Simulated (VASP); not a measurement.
# Al3Cu2 in VASP: a series of runs

The runs below take Al3Cu2 through single point, with PBEsol.

Program: VASP 6.6.1. These are calculated values, not measurements. Logs are shortened: lines on timing, memory, paths and dates and some standing lists are left out, and cuts for length are marked.

**1. The cell of the first run**

The cell holds a disordered packing, 20 atoms: a = 6.895 Å, b = 6.976 Å, c = 7.003 Å, α = 89.88°, β = 90.99°, γ = 93.07°.

**2. Single point, PBEsol**

INCAR

```
PREC = Accurate
ENCUT = 400
EDIFF = 1E-6
ISMEAR = -1
SIGMA = 0.1482
LREAL = Auto
LASPH = T
NELM = 120
ALGO = Normal
ISIF = 2
LWAVE = F
LCHARG = F
GGA = PS
NBANDS = 78
ISYM = -1
GGA_COMPAT = F
```

KPOINTS

```
explicit points
1
Reciprocal
  0.25000000   0.25000000   0.25000000 1
```

POSCAR

```
Al3Cu2
1.0
    6.8921920000     -0.1854640000     -0.0600550000
   -0.1854640000      6.9738980000      0.0067840000
   -0.0600550000      0.0067840000      7.0022850000
Al Cu
12 8
Direct
    0.7280673562      0.1313789431      0.8985753665
    0.0864495477      0.9072945425      0.4912564458
    0.0991324835      0.9616622536      0.8781014318
    0.5454754079      0.7024636285      0.3203651397
   -0.0897385703      0.4834662438      1.0021307209
    0.4948938986      0.3861679059      0.6595541441
   -0.0288223201      0.2397542234      0.6370869770
    0.6209070003      0.7679662638      0.9244553295
    0.3699539618      0.2869822066      0.3463303333
    0.2557548246      0.6381326668      1.1138243108
    0.5611308346      0.4278638888      0.0459095972
    0.2151987170      0.6129996650      0.7310549584
    0.8347647270      0.8508080351      0.2653819309
   -0.0163464866      0.1394910942      0.1853850570
    0.3775165454      0.9750037938      0.2368397359
    0.8819604979      0.6958916669      0.6648611430
    0.4127627112      0.1635198963      0.9291782819
    0.4912905538      0.8437421381      0.6192662120
    0.8190527581      0.4167547635      0.3430998523
    0.6652947411      0.1437530174      0.4875211528
```

Potentials or basis: VASP PAW PBE potentials, release 64 (Al, Cu).

The run is started by

```console
> cat potpaw_PBE.64/Al/POTCAR potpaw_PBE.64/Cu/POTCAR > POTCAR
> mpirun -np 1 vasp_std > vasp.out
```

OUTCAR:

```text
PREC = Accurate
   ENCUT = 400
   EDIFF = 1E-6
   ISMEAR = -1
   LREAL = Auto
   LASPH = T
   NELM = 120
   ISIF = 2
   GGA = PS
   ISYM = -1

 ion  position               nearest neighbor table
   1  0.728  0.131  0.899-  17 2.21   7 2.59   8 2.61  11 2.64  14 2.65   5 2.79   3 2.88  20 2.91
                             6 2.96
   2  0.086  0.907  0.491-  16 2.34  13 2.35   7 2.70  15 2.73   3 2.74  14 2.79  12 2.82  18 2.97

   3  0.099  0.962  0.878-  17 2.54  14 2.64   2 2.74   7 2.74  16 2.75  12 2.80   1 2.88  10 3.03

   4  0.545  0.702  0.320-  13 2.24  15 2.35  18 2.36  10 2.47  11 2.72  19 2.82   8 2.86   9 3.09
                             6 3.25
   5  0.910  0.483  0.002-  11 2.44  19 2.52  10 2.67  14 2.78   1 2.79  16 2.79   8 2.93  12 2.96
                             7 3.12
   6  0.495  0.386  0.660-   9 2.43  20 2.44  17 2.50  12 2.61  11 2.75   1 2.96   4 3.25   8 3.32

   7  0.971  0.240  0.637-  20 2.40   1 2.59  19 2.63   2 2.70   3 2.74  12 3.09   5 3.12
   8  0.621  0.768  0.924-  18 2.37  11 2.53   1 2.61  16 2.65  13 2.83   4 2.86   5 2.93  10 2.96
                            12 3.22   6 3.32
   9  0.370  0.287  0.346-  15 2.31   6 2.43  20 2.50  11 2.66  14 3.01  10 3.07  17 3.07   4 3.09

  10  0.256  0.638  0.114-   4 2.47  15 2.60   5 2.67  11 2.68  12 2.70   8 2.96   3 3.03   9 3.07

  11  0.561  0.428  0.046-  17 2.21   5 2.44   8 2.53   1 2.64   9 2.66  10 2.68  19 2.72   4 2.72
                             6 2.75
  12  0.215  0.613  0.731-  16 2.44  18 2.56   6 2.61  10 2.70   3 2.80   2 2.82   5 2.96   7 3.09
                             8 3.22
  13  0.835  0.851  0.265-   4 2.24  14 2.28   2 2.35   8 2.83
  14  0.984  0.139  0.185-  13 2.28  19 2.56   3 2.64   1 2.65   5 2.78   2 2.79   9 3.01
  15  0.378  0.975  0.237-   9 2.31   4 2.35  17 2.53  10 2.60   2 2.73
  16  0.882  0.696  0.665-   2 2.34  12 2.44   8 2.65   3 2.75   5 2.79
  17  0.413  0.164  0.929-   1 2.21  11 2.21   6 2.50  15 2.53   3 2.54   9 3.07
  18  0.491  0.844  0.619-   4 2.36   8 2.37  20 2.54  12 2.56   2 2.97
  19  0.819  0.417  0.343-  20 2.36   5 2.52  14 2.56   7 2.63  11 2.72   4 2.82
  20  0.665  0.144  0.488-  19 2.36   7 2.40   6 2.44   9 2.50  18 2.54   1 2.91

IMPORTANT INFORMATION: All symmetrisations will be switched off!
NOSYMM: (Re-)initialisation of all symmetry stuff for point group C_1.

----------------------------------------------------------------------------------------

                                     Primitive cell

  volume of cell :     336.3018

  direct lattice vectors                    reciprocal lattice vectors
     6.892192000 -0.185464000 -0.060055000     0.145206421  0.003860415  0.001241621
    -0.185464000  6.973898000  0.006784000     0.003860415  0.143494598 -0.000105913
    -0.060055000  0.006784000  7.002285000     0.001241621 -0.000105913  0.142821277

  length of vectors
     6.894948445  6.976366979  7.002545812     0.145263034  0.143546555  0.142826713

  position of ions in fractional coordinates (direct lattice)
     0.728067356  0.131378943  0.898575366
     0.086449548  0.907294542  0.491256446
     0.099132484  0.961662254  0.878101432
     0.545475408  0.702463628  0.320365140
     0.910261430  0.483466244  0.002130721
     0.494893899  0.386167906  0.659554144
     0.971177680  0.239754223  0.637086977
     0.620907000  0.767966264  0.924455329
     0.369953962  0.286982207  0.346330333
     0.255754825  0.638132667  0.113824311
     0.561130835  0.427863889  0.045909597
     0.215198717  0.612999665  0.731054958
     0.834764727  0.850808035  0.265381931
     0.983653513  0.139491094  0.185385057
     0.377516545  0.975003794  0.236839736
     0.881960498  0.695891667  0.664861143
     0.412762711  0.163519896  0.929178282
     0.491290554  0.843742138  0.619266212
     0.819052758  0.416754764  0.343099852
     0.665294741  0.143753017  0.487521153

  ion indices of the primitive-cell ions
   primitive index   ion index
                 1           1
                 2           2
[... 64 lines left out ...]
     33       2.9596      2.00000
     34       2.9973      2.00000
     35       3.0549      2.00000
     36       3.1095      2.00000
     37       3.1290      2.00000
     38       3.1663      2.00000
     39       3.1951      2.00000
     40       3.2533      2.00000
     41       3.2860      2.00000
     42       3.3312      2.00000
     43       3.3849      2.00000
     44       3.4524      2.00000
     45       3.5060      2.00000
     46       3.5530      2.00000
     47       3.6149      2.00000
     48       3.6988      2.00000
     49       3.7551      2.00000
     50       3.8024      2.00000
     51       3.8902      2.00000
     52       3.9515      2.00000
     53       4.0697      2.00000
     54       4.1250      2.00000
     55       4.2722      2.00000
     56       4.3494      2.00000
     57       4.6529      1.99999
     58       5.0648      1.99987
     59       5.2220      1.99964
     60       5.5595      1.99648
     61       6.1762      1.79655
     62       6.4446      1.18131
     63       6.5974      0.67966
     64       6.7975      0.23541
     65       6.9429      0.09527
     66       7.2303      0.01428
     67       7.6318      0.00096
     68       7.7453      0.00045
     69       7.9919      0.00008
     70       8.0906      0.00004
     71       8.3360      0.00001
     72       8.5191      0.00000
     73       8.6865      0.00000
     74       9.0019      0.00000
 [bands above 74 left out]

------------------------ aborting loop because EDIFF is reached ----------------------------------------

  FORCE on cell =-STRESS in cart. coord.  units (eV):
  Direction    XX          YY          ZZ          XY          YZ          ZX
  --------------------------------------------------------------------------------------
  -------------------------------------------------------------------------------------
  Total       -1.9195381      0.0500594     -8.5546647     -4.7210418     -9.9672703    -12.0509939
  in kB       -9.1448836      0.2384882    -40.7553315    -22.4915449    -47.4851348    -57.4122155
  external PRESSURE =     -16.5539089 kB  Pullay stress =       0.0000000 kB

 VOLUME and BASIS-vectors are now :
 -----------------------------------------------------------------------------
  energy-cutoff  :      400.00
  volume of cell :      336.30
      direct lattice vectors                 reciprocal lattice vectors
     6.892192000 -0.185464000 -0.060055000     0.145206421  0.003860415  0.001241621
    -0.185464000  6.973898000  0.006784000     0.003860415  0.143494598 -0.000105913
    -0.060055000  0.006784000  7.002285000     0.001241621 -0.000105913  0.142821277

 POSITION                                       TOTAL-FORCE (eV/Angst)
 -----------------------------------------------------------------------------------
      4.93965      0.78729      6.24925         1.208403     -0.838048     -0.026549
      0.39805      6.31468      3.44088         1.611481      0.506432     -0.703682
      0.45215      6.69411      6.14929        -0.436529     -0.187665      0.639808
      3.61000      4.79992      2.21529         0.193749     -1.398013      1.018680
      6.18390      3.20284     -0.03647         1.456256      0.522195     -0.212944
      3.29967      2.60578      4.59128         0.823941      0.656626      0.629620
      6.61082      1.49622      4.40437         0.772514      1.092930     -0.737946
      4.08146      5.24683      6.44122         0.270817      0.258367      0.485582
      2.47577      1.93512      2.40483        -1.067448      0.509052     -1.114030
      1.63753      4.40361      0.78600        -1.112932      0.117588      0.190844
      3.78531      2.88012      0.29068        -0.273230      0.416367      0.971790
      1.32560      4.24004      5.11029        -0.082388     -0.179649     -0.307192
      5.57963      5.78043      1.81392         0.250456     -0.439986     -0.612093
      6.74252      0.79162      1.23999         0.579873      0.777873      0.149879
      2.40687      6.73117      1.64236        -0.654696     -0.455644     -0.327973
      5.90965      4.69402      4.60730        -1.111887     -0.444169      0.214379
      2.75871      1.07012      6.48269        -1.805128     -1.215629     -0.044748
      3.19240      5.79726      4.31250        -0.393236      0.586881      0.157500
      5.54717      2.75683      2.35612        -0.079443      0.736999     -0.022851
      4.52940      0.88244      3.37478        -0.150572     -1.022509     -0.348075
 -----------------------------------------------------------------------------------
    total drift:                                0.001367     -0.005834     -0.006551

  FREE ENERGIE OF THE ION-ELECTRON SYSTEM (eV)
  ---------------------------------------------------
  free  energy   TOTEN  =       -77.9802962335 eV

  energy  without entropy=      -77.3089304595  energy(sigma->0) =      -77.64461335
```

Run time: 77 s. Hardware: 1 thread of Intel Xeon Platinum 8259CL at 2.50GHz (Skylake/Cascade Lake), shared host; peak memory 0.31 GiB.

What came out:

- Free energy: -77.9803 eV
- Pressure: -1.7 GPa
- Largest force: 2.177 eV/Å

Forces in eV/Å, atoms in the order of the input:
```
Al   1.208 -0.838 -0.027
Al   1.611  0.506 -0.704
Al  -0.437 -0.188  0.640
Al   0.194 -1.398  1.019
Al   1.456  0.522 -0.213
Al   0.824  0.657  0.630
Al   0.773  1.093 -0.738
Al   0.271  0.258  0.486
Al  -1.067  0.509 -1.114
Al  -1.113  0.118  0.191
Al  -0.273  0.416  0.972
Al  -0.082 -0.180 -0.307
Cu   0.250 -0.440 -0.612
Cu   0.580  0.778  0.150
Cu  -0.655 -0.456 -0.328
Cu  -1.112 -0.444  0.214
Cu  -1.805 -1.216 -0.045
Cu  -0.393  0.587  0.158
Cu  -0.079  0.737 -0.023
Cu  -0.151 -1.023 -0.348
```

Stress tensor (GPa, compression positive):
```
-0.91 -2.25 -5.74
-2.25  0.02 -4.75
-5.74 -4.75 -4.08
```

Caveat: the atoms stand as in a frame of molecular dynamics; the PAW data sets were made with another functional, which shifts forces and pressure a little.

**3. Single point, PBEsol**

INCAR

```
ALGO = Normal
EDIFF = 1E-6
ENCUT = 400
GGA = PS
GGA_COMPAT = F
ISIF = 2
ISMEAR = -1
ISYM = -1
LASPH = T
LCHARG = T
LELF = T
LREAL = Auto
LVHAR = T
LWAVE = F
NBANDS = 78
NELM = 120
PREC = Accurate
SIGMA = 0.1482
```

KPOINTS is that of step 2.

POSCAR

```
Al3Cu2
1.0
    6.8921920000     -0.1854640000     -0.0600550000
   -0.1854640000      6.9738980000      0.0067840000
   -0.0600550000      0.0067840000      7.0022850000
Al Cu
12 8
Direct
    0.6826727635      0.1383704152      0.8496549638
    0.1885644541      0.9103888630      0.5520116876
    0.0174727758      0.9709013973      0.9179330365
    0.5453959759      0.7267111209      0.3953547659
   -0.1291954710      0.5830583037      0.9681239336
    0.6486310599      0.4337209798      0.7026588000
   -0.0486410904      0.1729285493      0.5770584476
    0.5363306769      0.8249239252      1.0471286237
    0.2289571261      0.3136770480      0.3920351764
    0.2218367578      0.6512033817      1.2269710020
    0.4469125980      0.3397091725      0.0970045848
    0.2778428817      0.5940587752      0.7272328618
    0.9058113751      0.8033358525      0.2616606824
   -0.1373647926      0.2277797209      0.1384487064
    0.3433327707      1.0205831124      0.2269078185
    0.8509409578      0.7399017215      0.6230510135
    0.3254581803      0.1288964543      0.8380087296
    0.4971619416      0.8946371547      0.7061289053
    0.8299059215      0.5066529246      0.3742415321
    0.6083612706      0.1787255228      0.3870207600
```

Potentials or basis: VASP PAW PBE potentials, release 64 (Al, Cu).

The run is started by

```console
> cat potpaw_PBE.64/Al/POTCAR potpaw_PBE.64/Cu/POTCAR > POTCAR
> mpirun -np 1 vasp_std > vasp.out
```

Wall time 80 s (1 thread of Intel Xeon Platinum 8259CL at 2.50GHz (Skylake/Cascade Lake), shared host); peak memory 0.3 GiB.

It converged, with:

```
Free energy   : -79.6630 eV
Pressure      : -2.8 GPa
Largest force : 2.747 eV/Å
```

Forces on the atoms (eV/Å):
```
Al   0.857 -1.131  0.955
Al   0.076  0.038 -0.774
Al  -0.275 -0.482  0.578
Al   0.915  0.154  1.143
Al   0.693  0.305  0.989
Al  -1.048  1.585 -1.983
Al  -1.555  0.633  0.095
Al   1.003 -0.282 -0.939
Al   0.136 -0.105  0.401
Al  -1.128 -0.354 -1.090
Al   0.646  0.813 -0.471
Al  -0.218 -0.682  0.682
Cu   0.074  1.446 -0.658
Cu   0.140  0.036  0.615
Cu  -1.232 -0.202  0.158
Cu   0.269  0.568  0.589
Cu  -0.350  0.801  0.144
Cu   0.627 -1.567 -0.812
Cu  -0.107 -1.874 -0.185
Cu   0.478  0.298  0.563
```

Stress tensor (GPa, compression positive):
```
-5.80 -4.67 -6.00
-4.67  0.36 -6.42
-6.00 -6.42 -2.99
```

Levels at points of the mesh, in eV from the Fermi level:
| k point | band 59 | band 60 | band 61 | band 62 | band 63 | band 64 | band 65 | band 66 |
| --- | --- | --- | --- | --- | --- | --- | --- | --- |
| (0.25, 0.25, 0.25) | -1.20 | -1.02 | -0.37 | -0.03 | 0.05 | 0.44 | 0.47 | 0.71 |

Caveat: the atoms stand as in a frame of molecular dynamics; the PAW data sets were made with another functional, which shifts forces and pressure a little.

**4. Single point, PBEsol**

INCAR

```
  ALGO = Normal
  EDIFF = 1E-6
  ENCUT = 400
  GGA = PS
  GGA_COMPAT = False
  ISIF = 2
  ISMEAR = -1
  ISYM = -1
  LASPH = True
  LCHARG = False
  LREAL = Auto
  LWAVE = False
  NBANDS = 78
  NELM = 120
  PREC = Accurate
  SIGMA = 0.1482
```

KPOINTS is that of step 3.

POSCAR

```
Al3Cu2
1.0
    6.8921920000     -0.1854640000     -0.0600550000
   -0.1854640000      6.9738980000      0.0067840000
   -0.0600550000      0.0067840000      7.0022850000
Al Cu
12 8
Direct
    0.5869382564      0.1535806754      0.8642322736
    0.2144969053      0.8880920069      0.5581343512
   -0.0010592152      0.9846963744      0.9324112356
    0.5227594526      0.7366434943      0.3511892089
   -0.0757582871      0.4895630401      0.9377740467
    0.6287706112      0.4643591523      0.6759948512
   -0.1094452209      0.1123859552      0.5664303639
    0.6569334510      0.6849021907      0.9946178657
    0.2162272333      0.4079280001      0.4838006655
    0.1272600811      0.6086266066      1.2367760926
    0.4036197318      0.3582967442      0.0812178736
    0.2547299191      0.6317907097      0.8374503090
    0.9082444025      0.8837988376      0.2890173602
   -0.1099866837      0.1928993838      0.1632964269
    0.1964683992      1.0722424039      0.2730924002
    0.8563414810      0.7988016288      0.6962610801
    0.2053473333      0.2358476074      0.7916244689
    0.4765815705      0.8239277338      0.7452460990
    0.8087235792      0.5210151914      0.3308237707
    0.5337739201      0.2465495569      0.3538302426
```

The run is started by

```console
> cat potpaw_PBE.64/Al/POTCAR potpaw_PBE.64/Cu/POTCAR > POTCAR
> mpirun -np 1 vasp_std > vasp.out
```

Run time: 76 s. Hardware: 1 thread of Intel Xeon Platinum 8259CL at 2.50GHz (Skylake/Cascade Lake), shared host; peak memory 0.3 GiB.

It converged, with:

```yaml
Free_energy: -78.5277 eV
Pressure: -2.3 GPa
Largest_force: 3.283 eV/Å
```

Forces in eV/Å, atoms in the order of the input:
```
Al   0.819 -1.402  0.046
Al  -0.824  0.357 -0.529
Al   0.445 -0.401  1.017
Al  -0.006  0.396  0.524
Al   1.101 -1.673 -0.125
Al  -0.249  0.479 -1.692
Al  -0.436  1.514 -0.905
Al  -1.041  1.578  1.269
Al   0.544 -1.863  1.217
Al   0.439  2.009 -1.873
Al  -0.949  0.487  0.404
Al  -1.589 -1.537  1.259
Cu  -0.659 -1.099  0.357
Cu  -1.160  1.277  0.565
Cu   1.016  0.458 -0.390
Cu  -0.338 -1.502 -0.764
Cu   0.173  0.475 -0.379
Cu   2.663  1.497 -1.201
Cu  -0.745 -0.493  0.072
Cu   0.796 -0.558  1.128
```

Stress tensor (GPa, compression positive):
```
-2.81 -4.44 -5.45
-4.44 -2.31 -8.42
-5.45 -8.42 -1.64
```

Levels at points of the mesh, in eV from the Fermi level:
```csv
k point,band 58,band 59,band 60,band 61,band 62,band 63,band 64,band 65,band 66,band 67
"(0.25, 0.25, 0.25)",-1.24,-1.08,-0.73,-0.31,-0.03,0.07,0.26,0.49,0.88,1.03
```

Caveat: the atoms stand as in a frame of molecular dynamics; the PAW data sets were made with another functional, which shifts forces and pressure a little.

**5. Single point, PBEsol**

Edit INCAR of step 4 so:

```diff
@@ -15,2 +15,2 @@
   PREC = Accurate
-  SIGMA = 0.1482
+  SIGMA = 0.1069
```

KPOINTS is that of step 4.

POSCAR

```
Al3Cu2
1.0
    6.8921920000     -0.1854640000     -0.0600550000
   -0.1854640000      6.9738980000      0.0067840000
   -0.0600550000      0.0067840000      7.0022850000
Al Cu
12 8
Direct
    0.5352694140      0.1039085861      0.8667932952
    0.1726594233      0.9662868824      0.5994915619
    1.0489529772      1.0219190520      0.9309819826
    0.4555676028      0.8386187953      0.3918706426
    0.8452486795      0.3671866268      0.9388441652
    0.6087793187      0.5147304091      0.6378651127
    0.8688048571      0.2006937087      0.6071006207
    0.7376426291      0.8143423657      1.0425349196
    0.1785990629      0.3595963132      0.4598594981
    0.1459821390      0.6701226119      0.1996887938
    0.3742445200      0.3511567061      0.0792799790
    0.2216493147      0.6276733009      0.8178641706
    0.8568134325      0.8704116012      0.3778480965
    0.8962080664      0.2050891402      0.2446326379
    0.2433857754      0.0134103366      0.2342246220
    0.9039128113      0.7851248164      0.6991300978
    0.2765549076      0.2752697070      0.7853950639
    0.5283217599      0.8266623818      0.7082157161
    0.7283122551      0.5190723408      0.2793550114
    0.5191240764      0.2384612259      0.4527655295
```

The run is started by

```console
> cat potpaw_PBE.64/Al/POTCAR potpaw_PBE.64/Cu/POTCAR > POTCAR
> mpirun -np 1 vasp_std > vasp.out
```

It took 82 s on 1 thread of Intel Xeon Platinum 8259CL at 2.50GHz (Skylake/Cascade Lake), shared host; peak memory 0.3 GiB.

Results (log left out):

| Item | Value |
| --- | --- |
| Free energy | -80.0569 eV |
| Pressure | -3.8 GPa |
| Largest force | 2.900 eV/Å |

Forces in eV/Å, atoms in the order of the input:
```
Al   0.732  0.222  0.858
Al   1.271 -0.116 -1.111
Al   0.019  0.102  1.167
Al   1.926 -0.974 -1.200
Al  -0.054  1.142  0.803
Al   0.077 -0.119 -0.216
Al  -1.005 -0.306 -0.445
Al  -0.462 -0.515  0.265
Al   0.494  0.564 -1.405
Al  -0.699 -0.576  0.010
Al   0.472  0.654  2.786
Al   0.123  0.411 -0.108
Cu  -0.174 -0.085 -0.438
Cu  -0.179 -0.210  0.006
Cu  -0.751  1.425  0.096
Cu  -0.846 -0.686  1.258
Cu  -0.955  0.312 -2.061
Cu   0.083 -0.599  0.754
Cu   0.033 -0.026 -0.223
Cu  -0.104 -0.619 -0.796
```

Stress tensor (GPa, compression positive):
```
-6.97 -6.55 -4.50
-6.55 -2.36 -2.85
-4.50 -2.85 -2.12
```

Levels at points of the mesh, in eV from the Fermi level:
```tsv
k point	band 58	band 59	band 60	band 61	band 62	band 63	band 64	band 65	band 66	band 67
(0.25, 0.25, 0.25)	-1.40	-1.20	-0.99	-0.35	-0.08	0.11	0.26	0.47	0.69	1.14
```

Caveat: the atoms stand as in a frame of molecular dynamics; the PAW data sets were made with another functional, which shifts forces and pressure a little.

**6. Summary**

```csv
cell,smearing,pressure (GPa),largest force (eV/Å)
"as given, atomic positions A",fermi-dirac 0.1482 eV,-1.7,2.18
"as given, atomic positions B",fermi-dirac 0.1482 eV,-2.8,2.75
"as given, atomic positions C",fermi-dirac 0.1482 eV,-2.3,3.28
"as given, atomic positions D",fermi-dirac 0.1069 eV,-3.8,2.90
```

Alike in all rows: task single point; level PBEsol; potentials or basis VASP PAW PBE potentials, release 64 (Al, Cu); no spin polarisation; k mesh 1 × 1 × 1, shifted; cutoff (eV) 400.

Caveats: the atoms stand as in a frame of molecular dynamics; the PAW data sets were made with another functional, which shifts forces and pressure a little.

Absolute energies hang on the potentials; compare differences alone.
